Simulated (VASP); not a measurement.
# Ga7N7H20 in VASP: single point with PBE

Aim: the single point of Ga7N7H20 with PBE.

Program: VASP 6.6.1. These are calculated values, not measurements. Logs are shortened: lines on timing, memory, paths and dates and some standing lists are left out, and cuts for length are marked.

### 1 The cell of the first run

The cell holds a cluster in a box, 34 atoms: a = 14.700 Å, b = 15.000 Å, c = 15.300 Å, α = 90.00°, β = 90.00°, γ = 90.00°.

### 2 Single point, PBE

The input, INCAR:

```
  ALGO = Normal
  EDIFF = 1E-6
  ENCUT = 520
  GGA = PE
  ISIF = 2
  ISMEAR = 0
  LASPH = True
  LCHARG = False
  LREAL = Auto
  LWAVE = False
  NBANDS = 96
  NELM = 60
  PREC = Accurate
  SIGMA = 0.05
```

The input, KPOINTS:

```
k-points
0
Gamma
  1 1 1
```

The input, POSCAR:

```
Ga7H20N7
1.0
   14.7000000000      0.0000000000      0.0000000000
    0.0000000000     15.0000000000      0.0000000000
    0.0000000000      0.0000000000     15.3000000000
Ga N H
7 7 20
Direct
    0.4690431271      0.4696581473      0.3156229293
    0.4650952933      0.4657795378      0.6212691105
    0.4690354449      0.3119315606      0.4702440357
    0.4650990151      0.6237160298      0.4664442774
    0.3080973442      0.4696472887      0.4702388518
    0.6262629873      0.4657872541      0.4664490106
    0.6342622243      0.6315655546      0.6289708020
    0.5462833428      0.5453501030      0.4024377655
    0.5514776414      0.5504455708      0.6922431870
    0.5462741836      0.4004806531      0.5444466413
    0.5514804814      0.6961077107      0.5494594414
    0.3984475895      0.5453366301      0.5444415872
    0.7001261519      0.5504557324      0.5494637469
    0.3969407143      0.3990103890      0.4009992111
    0.5398613728      0.4092871373      0.2663379877
    0.4074437029      0.5390769589      0.2663465154
    0.4125015323      0.4142748958      0.6938830875
    0.5846293501      0.5829242277      0.3602816664
    0.5109606140      0.5866279832      0.7336748694
    0.5883996037      0.5107373365      0.7336728635
    0.5398499724      0.2616178088      0.4110800414
    0.4074620074      0.2616390272      0.5383154405
    0.4124838231      0.6977672760      0.4159643074
    0.5846265576      0.3574902757      0.5812868954
    0.5109621238      0.7383667290      0.5849328296
    0.5883935106      0.7383707361      0.5105262926
    0.2567238962      0.5390626005      0.4111031761
    0.2567331980      0.4093306218      0.5383078442
    0.7018089896      0.4142380697      0.4159480509
    0.3545852881      0.5829219195      0.5812867521
    0.7432534858      0.5107470803      0.5849314154
    0.7432540725      0.5866266396      0.5105286147
    0.6955787179      0.6917145783      0.6879888381
    0.3565857499      0.3594485834      0.3621882354
```

Potentials or basis: VASP PAW PBE potentials, release 64 (Ga_d, N, H).

Launch:

```bash
cat potpaw_PBE.64/Ga_d/POTCAR potpaw_PBE.64/N/POTCAR potpaw_PBE.64/H/POTCAR > POTCAR
mpirun -np 1 vasp_gam > vasp.out
```

OUTCAR:

```text
EDIFF = 1E-6
   ENCUT = 520
   GGA = PE
   ISIF = 2
   ISMEAR = 0
   LASPH = True
   LREAL = Auto
   NELM = 60
   PREC = Accurate

 ion  position               nearest neighbor table
   1  0.469  0.470  0.316-  15 1.57  16 1.57  14 1.99   8 2.08
   2  0.465  0.466  0.621-  17 1.56  10 1.94  12 1.94   9 2.10
   3  0.469  0.312  0.470-  21 1.57  22 1.57  14 1.99  10 2.08
   4  0.465  0.624  0.466-  23 1.56   8 1.94  12 1.94  11 2.10
   5  0.308  0.470  0.470-  27 1.57  28 1.57  14 1.99  12 2.08
   6  0.626  0.466  0.466-  29 1.56   8 1.94  10 1.94  13 2.10
   7  0.634  0.632  0.629-  33 1.56  13 1.97  11 1.97   9 1.97
   8  0.546  0.545  0.402-  18 1.03   4 1.94   6 1.94   1 2.08
   9  0.551  0.550  0.692-  19 1.03  20 1.03   7 1.97   2 2.10
  10  0.546  0.400  0.544-  24 1.03   2 1.94   6 1.94   3 2.08
  11  0.551  0.696  0.549-  25 1.03  26 1.03   7 1.97   4 2.10
  12  0.398  0.545  0.544-  30 1.03   2 1.94   4 1.94   5 2.08
  13  0.700  0.550  0.549-  31 1.03  32 1.03   7 1.97   6 2.10
  14  0.397  0.399  0.401-  34 1.03   5 1.99   3 1.99   1 1.99
  15  0.540  0.409  0.266-   1 1.57
  16  0.407  0.539  0.266-   1 1.57
  17  0.413  0.414  0.694-   2 1.56
  18  0.585  0.583  0.360-   8 1.03
  19  0.511  0.587  0.734-   9 1.03
  20  0.588  0.511  0.734-   9 1.03
[... 12 lines left out ...]
  33  0.696  0.692  0.688-   7 1.56
  34  0.357  0.359  0.362-  14 1.03

  LATTYP: Found a simple orthorhombic cell.
 ALAT       =    14.7000000000
 B/A-ratio  =     1.0204081633
 C/A-ratio  =     1.0408163265

  Lattice vectors:

 A1 = (  14.7000000000,   0.0000000000,   0.0000000000)
 A2 = (   0.0000000000,  15.0000000000,   0.0000000000)
 A3 = (   0.0000000000,   0.0000000000,  15.3000000000)

Analysis of symmetry for initial positions (statically):
=====================================================================
 Subroutine PRICEL returns:
 Original cell was already a primitive cell.

 Routine SETGRP: Setting up the symmetry group for a
 simple orthorhombic supercell.

 Subroutine GETGRP returns: Found  1 space group operations
 (whereof  1 operations were pure point group operations)
 out of a pool of  8 trial point group operations.

The static configuration has the point symmetry C_1 .

Analysis of symmetry for dynamics (positions and initial velocities):
=====================================================================
 Subroutine PRICEL returns:
 Original cell was already a primitive cell.

 Routine SETGRP: Setting up the symmetry group for a
 simple orthorhombic supercell.

 Subroutine GETGRP returns: Found  1 space group operations
 (whereof  1 operations were pure point group operations)
 out of a pool of  8 trial point group operations.

The dynamic configuration has the point symmetry C_1 .

 Subroutine INISYM returns: Found  1 space group operations
 (whereof  1 operations are pure point group operations),
 and found     1 'primitive' translations

----------------------------------------------------------------------------------------

                                     Primitive cell

  volume of cell :    3373.6500

  direct lattice vectors                    reciprocal lattice vectors
    14.700000000  0.000000000  0.000000000     0.068027211  0.000000000  0.000000000
     0.000000000 15.000000000  0.000000000     0.000000000  0.066666667  0.000000000
     0.000000000  0.000000000 15.300000000     0.000000000  0.000000000  0.065359477

  length of vectors
    14.700000000 15.000000000 15.300000000     0.068027211  0.066666667  0.065359477

  position of ions in fractional coordinates (direct lattice)
     0.469043127  0.469658147  0.315622929
     0.465095293  0.465779538  0.621269111
     0.469035445  0.311931561  0.470244036
     0.465099015  0.623716030  0.466444277
     0.308097344  0.469647289  0.470238852
     0.626262987  0.465787254  0.466449011
[... 26 lines left out ...]
     0.695578718  0.691714578  0.687988838
     0.356585750  0.359448583  0.362188235

  ion indices of the primitive-cell ions
   primitive index   ion index
                 1           1
                 2           2
                 3           3
                 4           4
                 5           5
                 6           6
[... 26 lines left out ...]
                33          33
                34          34

----------------------------------------------------------------------------------------

 KPOINTS: k-points

Automatic generation of k-mesh.
 Grid dimensions read from file:
 generate k-points for:    1    1    1

 Generating k-lattice:

  Cartesian coordinates                     Fractional coordinates (reciprocal lattice)
     0.068027211  0.000000000  0.000000000     1.000000000  0.000000000  0.000000000
     0.000000000  0.066666667  0.000000000     0.000000000  1.000000000  0.000000000
     0.000000000  0.000000000  0.065359477     0.000000000  0.000000000  1.000000000

  Length of vectors
     0.068027211  0.066666667  0.065359477

  Shift w.r.t. Gamma in fractional coordinates (k-lattice)
     0.000000000  0.000000000  0.000000000

 Subroutine IBZKPT returns following result:
 ===========================================

 Found      1 irreducible k-points:

 Following reciprocal coordinates:
            Coordinates               Weight
  0.000000  0.000000  0.000000      1.000000
   k-points           NKPTS =      1   k-points in BZ     NKDIM =      1   number of bands    NBANDS=     96
   number of dos      NEDOS =    301   number of ions     NIONS =     34
   total plane-waves  NPLWV = ******
   dimension x,y,z NGX =   112 NGY =  112 NGZ =  120
   dimension x,y,z NGXF=   224 NGYF=  224 NGZF=  240
   ions per type =               7   7  20
   NGX,Y,Z   is equivalent  to a cutoff of  12.67, 12.41, 13.04 a.u.
   NGXF,Y,Z  is equivalent  to a cutoff of  25.33, 24.83, 26.08 a.u.
 SYSTEM =  unknown system
   PREC   = accura    normal or accurate (medium, high low for compatibility)
   ISTART =      0    job   : 0-new  1-cont  2-samecut
   ICHARG =      2    charge: 1-file 2-atom 10-const
   ISPIN  =      1    spin polarized calculation?
   LNONCOLLINEAR =      F non collinear calculations
   LSORBIT =      F    spin-orbit coupling
   LASPH  =      T    aspherical Exc in radial PAW
   ENCUT  =  520.0 eV  38.22 Ry    6.18 a.u.  27.33 27.89 28.45*2*pi/ulx,y,z
   NELM   =     60;   NELMIN=  2; NELMDL= -5     # of ELM steps
   EDIFF  = 0.1E-05   stopping-criterion for ELM
   LREAL  =      T    real-space projection
   EDIFFG = 0.1E-04   stopping-criterion for IOM
   NSW    =      0    number of steps for IOM
   IBRION =     -1    ionic relax: 0-MD 1-quasi-New 2-CG
   NFREE  =      0    steps in history (QN), initial steepest desc. (CG)
   ISIF   =      2    stress and relaxation
   ISYM   =      2    0-nonsym 1-usesym 2-fastsym
   POTIM  = 0.5000    time-step for ionic-motion
   TEBEG  =    0.0;   TEEND  =   0.0 temperature during run
   PSTRESS=    0.0 pullay stress
   NELECT =     146.0000    total number of electrons
   NUPDOWN=      -1.0000    fix difference up-down
   EMIN   =  10.00;   EMAX   =-10.00  energy-range for DOS
   EFERMI =   0.00;   METHOD = LEGACY
   ISMEAR =     0;   SIGMA  =   0.05  broadening in eV -4-tet -1-fermi 0-gaus
   EFERMI_NEDOS =   21; number of points for ismear=-14 and -15
   IALGO  =     38    algorithm
   IMIX   =      4    mixing-type and parameters
     AMIX     =   0.40;   BMIX     =  1.00
     AMIX_MAG =   1.60;   BMIX_MAG =  1.00
  volume/ion in A,a.u.               =      99.22       669.60
  Fermi-wavevector in a.u.,A,eV,Ry     =   0.574768  1.086154  4.494794  0.330358
  Thomas-Fermi vector in A             =   1.616591
   LORBIT       =      0    0 simple, 1 ext, 2 COOP (PROOUT), +10 PAW based schemes
   GGA     = PE    functional components
   LHFCALC =     F    Hartree Fock is set to
   AEXX    =    0.0000 exact exchange contribution
   IVDW    =     0    specifies the selected vdW correction
   LEPSILON=     F    determine dielectric tensor
   LRPA    =     F    only Hartree local field effects (RPA)
 non-spin polarized calculation
 Gauss-broadening in eV      SIGMA  =   0.05
  energy-cutoff  :      520.00
  volume of cell :     3373.65
 maximum number of plane-waves:     45439
 NGX is ok and might be reduce to   112
   NGX = 55   NGY = 55   NGZ = 57

 number of electron     145.9999999 magnetization

 Free energy of the ion-electron system (eV)
  ---------------------------------------------------
  ext. energy  EPLUGINS =         0.00000000
  ---------------------------------------------------
  free energy    TOTEN  =      -152.58188662 eV

  energy without entropy =     -152.58188662  energy(sigma->0) =     -152.58188662

 E-fermi :  -4.7779     XC(G=0):  -1.4271

 val. band max:       -5.0742779280   @ k =   0.0000   0.0000   0.0000
 cond. band min:      -1.2119014421   @ k =   0.0000   0.0000   0.0000
 fundamental gap:      3.8623764859
 Fermi energy:        -4.7778594178

 k-point     1 :       0.0000    0.0000    0.0000
  band No.  band energies     occupation
      1     -21.8590      2.00000
      2     -21.6554      2.00000
      3     -21.6529      2.00000
      4     -20.2171      2.00000
      5     -20.0226      2.00000
      6     -20.0207      2.00000
[... 77 lines left out ...]
     84       0.6451      0.00000
     85       0.6863      0.00000
 [bands above 85 left out]

------------------------ aborting loop because EDIFF is reached ----------------------------------------

  FORCE on cell =-STRESS in cart. coord.  units (eV):
  Direction    XX          YY          ZZ          XY          YZ          ZX
  --------------------------------------------------------------------------------------
  -------------------------------------------------------------------------------------
  Total       -0.4289263     -0.4366427     -0.4290775      0.0815507      0.0779964      0.0798794
  in kB       -0.2037010     -0.2073656     -0.2037728      0.0387292      0.0370412      0.0379355
  external PRESSURE =      -0.2049465 kB  Pullay stress =       0.0000000 kB

 VOLUME and BASIS-vectors are now :
 -----------------------------------------------------------------------------
  energy-cutoff  :      520.00
  volume of cell :     3373.65
      direct lattice vectors                 reciprocal lattice vectors
    14.700000000  0.000000000  0.000000000     0.068027211  0.000000000  0.000000000
     0.000000000 15.000000000  0.000000000     0.000000000  0.066666667  0.000000000
     0.000000000  0.000000000 15.300000000     0.000000000  0.000000000  0.065359477

 POSITION                                       TOTAL-FORCE (eV/Angst)
 -----------------------------------------------------------------------------------
      6.89493      7.04487      4.82903        -0.001113     -0.003001     -0.025938
      6.83690      6.98669      9.50542        -0.012517     -0.013268      0.015764
      6.89482      4.67897      7.19473        -0.000819     -0.027324     -0.001009
      6.83696      9.35574      7.13660        -0.012675      0.020035     -0.013305
      4.52903      7.04471      7.19465        -0.027058     -0.001014     -0.000689
      9.20607      6.98681      7.13667         0.018033     -0.014765     -0.010657
[... 26 lines left out ...]
     10.22501     10.37572     10.52623        -0.016779     -0.016904     -0.017375
      5.24181      5.39173      5.54148        -0.009068     -0.008892     -0.008646
 -----------------------------------------------------------------------------------
    total drift:                                0.001666     -0.002218      0.007694

  FREE ENERGIE OF THE ION-ELECTRON SYSTEM (eV)
  ---------------------------------------------------
  free  energy   TOTEN  =      -152.5818866179 eV

  energy  without entropy=     -152.5818866179  energy(sigma->0) =     -152.58188662
```

Run time: 17 min. Hardware: 1 thread of AMD EPYC 7R43 (Zen 3), shared host; peak memory 2.2 GiB.

What came out:

```yaml
Free_energy: -152.5819 eV
Largest_force: 0.046 eV/Å
Gap_between_the_frontier_levels: 3.86 eV
```

Forces on the atoms (eV/Å):
```
Ga  -0.001 -0.003 -0.026
Ga  -0.013 -0.013  0.016
Ga  -0.001 -0.027 -0.001
Ga  -0.013  0.020 -0.013
Ga  -0.027 -0.001 -0.001
Ga   0.018 -0.015 -0.011
Ga   0.026  0.026  0.027
N    0.011  0.011  0.000
N    0.022  0.022  0.016
N    0.011  0.000  0.011
N    0.021  0.016  0.022
N    0.001  0.011  0.011
N    0.016  0.021  0.022
N   -0.014 -0.013 -0.014
H   -0.002  0.008  0.006
H    0.008 -0.001  0.006
H    0.016  0.016 -0.019
H   -0.002 -0.002 -0.012
H   -0.007 -0.007 -0.012
H   -0.007 -0.007 -0.013
H   -0.002  0.006  0.008
H    0.008  0.006 -0.001
H    0.016 -0.019  0.016
H   -0.002 -0.012 -0.002
H   -0.007 -0.012 -0.007
H   -0.007 -0.012 -0.007
H    0.006 -0.001  0.008
H    0.006  0.008 -0.001
H   -0.019  0.016  0.016
H   -0.012 -0.002 -0.002
H   -0.012 -0.007 -0.007
H   -0.012 -0.007 -0.008
H   -0.017 -0.017 -0.017
H   -0.009 -0.009 -0.009
```
